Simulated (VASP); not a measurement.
Runs of VASP 6.6.1 on ZnO (zincite). The structure is that of space group P6_3mc (No. 186), or close to it. The cells are those of the table. 

```tsv
task	level	potentials or basis	cell	k mesh	cutoff (eV)	smearing	ions in elastic constants	gap on the mesh (eV)	pressure (GPa)
relaxation of cell and atoms	PBEsol	VASP PAW PBE potentials, release 64 (Zn, O)	relaxed from a = 3.249, b = 3.249, c = 5.206 Å, angles 90.0, 90.0, 120.0°, 4 atoms	9 × 9 × 6	600	gaussian 0.02 eV	-	(a)	0.0
single point	PBEsol	VASP PAW PBE potentials, release 64 (Zn, O)	a = 3.230, b = 3.230, c = 5.214 Å, angles 90.0, 90.0, 120.0°, 4 atoms	6 × 6 × 4	520	gaussian 0.02 eV	-	0.69	1.0
single point	r2SCAN	VASP PAW PBE potentials, release 64 (Zn, O)	a = 3.230, b = 3.230, c = 5.214 Å, angles 90.0, 90.0, 120.0°, 4 atoms	9 × 9 × 6	520	gaussian 0.02 eV	-	1.24	(b)
single point	LDA	VASP PAW LDA potentials, release 64 (Zn, O)	a = 3.230, b = 3.230, c = 5.214 Å, angles 90.0, 90.0, 120.0°, 4 atoms	9 × 9 × 6	520	gaussian 0.02 eV	-	0.75	-4.7
```

Alike in all rows: no spin polarisation.

**Question.** Estimate the missing entries.

**Answer.** (a) 0.68; (b) 1.4.

Caveats: the PAW data sets were made with another functional, which shifts forces and pressure a little (some runs).

